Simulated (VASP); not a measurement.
# Si4Mo2N in VASP: a series of runs

Runs on Si4Mo2N. Level: PBE. Tasks: single point.

Everything below comes from runs of VASP 6.6.1. Logs are shortened: lines on timing, memory, paths and dates and some standing lists are left out, and cuts for length are marked.

### 1 The cell of the first run

The cell holds a slab with vacuum, 7 atoms: a = 3.217 Å, b = 3.217 Å, c = 21.879 Å, α = 90.00°, β = 90.00°, γ = 90.00°.

### 2 Single point, PBE

The input, INCAR:

```
SYSTEM = Si4Mo2N
ALGO     = Normal         ! electronic algorithm
DIPOL    = 0.5 0.5 0.361
EDIFF    = 1E-6           ! SCF threshold, eV
ENCUT    = 520            ! plane-wave cutoff, eV
GGA      = PE             ! functional
IDIPOL   = 3            
ISIF     = 2              ! what is computed and relaxed
ISMEAR   = 0              ! smearing method
LASPH    = .TRUE.         ! aspherical terms in the spheres
LCHARG   = .FALSE.        ! write CHGCAR
LDIPOL   = .TRUE.       
LREAL    = .FALSE.        ! projectors in reciprocal space
LWAVE    = .FALSE.        ! write WAVECAR
NBANDS   = 34             ! bands
NELM     = 100            ! most SCF steps
PREC     = Accurate       ! precision mode
SIGMA    = 0.1            ! smearing width, eV
```

The input, KPOINTS:

```
k-points
0
G
  8 8 1
  0 0 0
```

The input, POSCAR:

```
Si4Mo2N
1.0
    3.2169717285      0.0000000000      0.0000000000
    0.0000000000      3.2169717285      0.0000000000
    0.0000000000      0.0000000000     21.8787970046
Si Mo N
4 2 1
Direct
    0.0000000000      0.0000000000      0.1828254085
    0.0000000000      0.0000000000      0.3015081460
    0.5000000000      0.5000000000      0.3593659936
    0.5000000000      0.5000000000      0.4743769505
    0.5000000000      0.5000000000      0.2421667772
    0.0000000000      0.0000000000      0.4192862006
    0.5000000000      0.6250000000      0.5488643228
```

Potentials or basis: VASP PAW PBE potentials, release 64 (Si, Mo_sv, N).

Started as:

```bash
> cat potpaw_PBE.64/Si/POTCAR potpaw_PBE.64/Mo_sv/POTCAR potpaw_PBE.64/N/POTCAR > POTCAR
> mpirun -np 1 vasp_std > vasp.out
```

OUTCAR:

```text
SYSTEM = Si4Mo2N
   EDIFF = 1E-6
   ENCUT = 520
   GGA = PE
   ISIF = 2
   ISMEAR = 0
   LASPH = .TRUE.
   LREAL = .FALSE.
   NELM = 100
   PREC = Accurate

 ion  position               nearest neighbor table
   1  0.000  0.000  0.183-   2 2.60   5 2.62   5 2.62   5 2.62   5 2.62
   2  0.000  0.000  0.302-   6 2.58   1 2.60   3 2.60   3 2.60   3 2.60   3 2.60   5 2.62   5 2.62
                             5 2.62   5 2.62
   3  0.500  0.500  0.359-   4 2.52   5 2.56   2 2.60   2 2.60   2 2.60   2 2.60   6 2.63   6 2.63
                             6 2.63   6 2.63
   4  0.500  0.500  0.474-   7 1.68   3 2.52   6 2.57   6 2.57   6 2.57   6 2.57
   5  0.500  0.500  0.242-   3 2.56   1 2.62   1 2.62   1 2.62   1 2.62   2 2.62   2 2.62   2 2.62
                             2 2.62
   6  0.000  0.000  0.419-   4 2.57   4 2.57   4 2.57   4 2.57   2 2.58   3 2.63   3 2.63   3 2.63
                             3 2.63
   7  0.500  0.625  0.549-   4 1.68

  LATTYP: Found a simple tetragonal cell.
 ALAT       =     3.2169717285
 C/A-ratio  =     6.8010535532

  Lattice vectors:

 A1 = (   3.2169717285,   0.0000000000,   0.0000000000)
 A2 = (   0.0000000000,   3.2169717285,   0.0000000000)
 A3 = (   0.0000000000,   0.0000000000,  21.8787970046)

Analysis of symmetry for initial positions (statically):
=====================================================================
 Subroutine PRICEL returns:
 Original cell was already a primitive cell.

 Routine SETGRP: Setting up the symmetry group for a
 simple tetragonal supercell.

 Subroutine GETGRP returns: Found  2 space group operations
 (whereof  2 operations were pure point group operations)
 out of a pool of 16 trial point group operations.

The static configuration has the point symmetry C_1h.

Analysis of symmetry for dynamics (positions and initial velocities):
=====================================================================
 Subroutine PRICEL returns:
 Original cell was already a primitive cell.

 Routine SETGRP: Setting up the symmetry group for a
 simple tetragonal supercell.

 Subroutine GETGRP returns: Found  2 space group operations
 (whereof  2 operations were pure point group operations)
 out of a pool of 16 trial point group operations.

The dynamic configuration has the point symmetry C_1h.

 Subroutine INISYM returns: Found  2 space group operations
 (whereof  2 operations are pure point group operations),
 and found     1 'primitive' translations

----------------------------------------------------------------------------------------
[... 115 lines left out ...]
   EMIN   =  10.00;   EMAX   =-10.00  energy-range for DOS
   EFERMI =   0.00;   METHOD = LEGACY
   ISMEAR =     0;   SIGMA  =   0.10  broadening in eV -4-tet -1-fermi 0-gaus
   EFERMI_NEDOS =   21; number of points for ismear=-14 and -15
   IALGO  =     38    algorithm
   IMIX   =      4    mixing-type and parameters
     AMIX     =   0.40;   BMIX     =  1.00
     AMIX_MAG =   1.60;   BMIX_MAG =  1.00
  volume/ion in A,a.u.               =      32.35       218.28
  Fermi-wavevector in a.u.,A,eV,Ry     =   0.982881  1.857376 13.143974  0.966055
  Thomas-Fermi vector in A             =   2.113997
   LORBIT       =      0    0 simple, 1 ext, 2 COOP (PROOUT), +10 PAW based schemes
   GGA     = PE    functional components
   LHFCALC =     F    Hartree Fock is set to
   AEXX    =    0.0000 exact exchange contribution
   IVDW    =     0    specifies the selected vdW correction
   LEPSILON=     F    determine dielectric tensor
   LRPA    =     F    only Hartree local field effects (RPA)
 non-spin polarized calculation
 Gauss-broadening in eV      SIGMA  =   0.10
  energy-cutoff  :      520.00
  volume of cell :      226.42
 maximum number of plane-waves:      6156
   NGX = 11   NGY = 11   NGZ = 81

 dipolmoment           0.000000      0.000000     -0.193862 electrons x Angstroem

 number of electron      49.0000006 magnetization

 dipolmoment           0.000000      0.000000      0.227955 electrons x Angstroem

 Free energy of the ion-electron system (eV)
  ---------------------------------------------------
  ext. energy  EPLUGINS =         0.00000000
  ---------------------------------------------------
  free energy    TOTEN  =       -49.23353032 eV

  energy without entropy =      -49.21019353  energy(sigma->0) =      -49.22186193

 E-fermi :   0.3795     XC(G=0):  -5.7988

 val. band max:        0.3472722914   @ k =   0.3750   0.0000   0.0000
 cond. band min:       0.3872452634   @ k =   0.2500   0.1250   0.0000
 fundamental gap:      0.0399729720
 Fermi energy:         0.3794608810

 k-point     1 :       0.0000    0.0000    0.0000
  band No.  band energies     occupation
      1     -60.0971      2.00000
      2     -60.0905      2.00000
      3     -34.2728      2.00000
      4     -34.2456      2.00000
      5     -34.1652      2.00000
      6     -34.1645      2.00000
[... 877 lines left out ...]
     33       4.6106      0.00000
     34       5.5216      0.00000

 [... further k-points ...]

------------------------ aborting loop because EDIFF is reached ----------------------------------------

 vacuum level on the upper side and lower side of the slab       (xc-potential included)         1.927        -1.959

  FORCE on cell =-STRESS in cart. coord.  units (eV):
  Direction    XX          YY          ZZ          XY          YZ          ZX
  --------------------------------------------------------------------------------------
  -------------------------------------------------------------------------------------
  Total       -0.8330885     -0.8858845     -0.0535394      0.0000000      0.3682472      0.0000000
  in kB       -5.8949999     -6.2685884     -0.3788492      0.0000000      2.6057464      0.0000000
  external PRESSURE =      -4.1808125 kB  Pullay stress =       0.0000000 kB

 VOLUME and BASIS-vectors are now :
 -----------------------------------------------------------------------------
  energy-cutoff  :      520.00
  volume of cell :      226.42
      direct lattice vectors                 reciprocal lattice vectors
     3.216971728  0.000000000  0.000000000     0.310851349  0.000000000  0.000000000
     0.000000000  3.216971728  0.000000000     0.000000000  0.310851349  0.000000000
     0.000000000  0.000000000 21.878797005     0.000000000  0.000000000  0.045706352

 POSITION                                       TOTAL-FORCE (eV/Angst)
 -----------------------------------------------------------------------------------
      0.00000      0.00000      4.00000         0.000000     -0.008439      0.553566
      0.00000      0.00000      6.59664         0.000000      0.006941     -0.382816
      1.60849      1.60849      7.86250         0.000000     -0.015411     -0.008312
      1.60849      1.60849     10.37880         0.000000     -0.439519      0.605495
      1.60849      1.60849      5.29832         0.000000      0.014794     -0.225717
      0.00000      0.00000      9.17348         0.000000      0.120851     -0.619740
      1.60849      2.01061     12.00849         0.000000      0.320783      0.077522
 -----------------------------------------------------------------------------------
    total drift:                                0.000000     -0.000074      0.000245

  FREE ENERGIE OF THE ION-ELECTRON SYSTEM (eV)
  ---------------------------------------------------
  free  energy   TOTEN  =       -49.2335303199 eV

  energy  without entropy=      -49.2101935330  energy(sigma->0) =      -49.22186193

 vacuum level on the upper side and lower side of the slab         8.938         4.952
```

OSZICAR:

```text
N       E                     dE             d eps       ncg     rms          rms(c)
DAV:   1     0.342659905893E+03    0.34266E+03   -0.25557E+04  2068   0.121E+03
DAV:   2    -0.330883727758E+02   -0.37575E+03   -0.36166E+03  2072   0.307E+02
DAV:   3    -0.537214659408E+02   -0.20633E+02   -0.19502E+02  2184   0.618E+01
[... 27 lines left out ...]
DAV:  31    -0.492335261037E+02   -0.28207E-05   -0.21906E-07  1206   0.177E-03    0.166E-03
DAV:  32    -0.492335277587E+02   -0.16549E-05   -0.60894E-08  1172   0.118E-03    0.151E-03
DAV:  33    -0.492335291593E+02   -0.14006E-05   -0.54637E-08  1182   0.961E-04    0.656E-04
DAV:  34    -0.492335302340E+02   -0.10747E-05   -0.84070E-08  1126   0.120E-03    0.107E-03
DAV:  35    -0.492335303199E+02   -0.85920E-07   -0.19256E-08  1168   0.640E-04
   1 F= -.49233530E+02 E0= -.49221862E+02  d E =-.233368E-01
```

stdout:

```text
POSCAR found type information on POSCAR SiMoN
 POSCAR found :  3 types and       7 ions
 scaLAPACK will be used
 LDA part: xc-table for (Slater+PW92), standard interpolation
 POSCAR, INCAR and KPOINTS ok, starting setup
 FFT: planning ... GRIDC
 FFT: planning ... GRID_SOFT
 FFT: planning ... GRID
 WAVECAR not read
 entering main loop
```

Wall time 3.4 min (1 thread of AMD EPYC 9R45 (Zen 5), shared host); peak memory 0.37 GiB.

What came out:

```
Free energy            : -49.2335 eV
Largest force          : 0.748 eV/Å
Band gap on the k mesh : zero (an odd number of electrons rules out a gap without spin polarisation)
```

Forces on the atoms (eV/Å):
```
Si   0.000 -0.008  0.554
Si   0.000  0.007 -0.383
Si   0.000 -0.015 -0.008
Si   0.000 -0.440  0.605
Mo   0.000  0.015 -0.226
Mo   0.000  0.121 -0.620
N    0.000  0.321  0.078
```

Levels at points of the mesh, in eV from the Fermi level:
```csv
k point,band 21,band 22,band 23,band 24,band 25,band 26,band 27,band 28,band 29,band 30
"(0.00, 0.00, 0.00)",-0.75,-0.60,0.12,0.13,0.62,0.73,1.09,1.57,1.61,3.24
"(0.50, 0.00, 0.00)",-1.71,-1.29,-0.19,-0.15,-0.14,0.33,0.87,2.43,2.59,4.10
"(0.00, 0.50, 0.00)",-1.71,-1.40,-0.19,-0.18,-0.14,0.37,0.99,2.43,2.60,4.17
"(0.50, 0.50, 0.00)",-1.75,-1.56,-1.56,-0.32,-0.15,0.65,1.42,2.54,2.55,3.03
```

(Continued in part 2 of 2.)
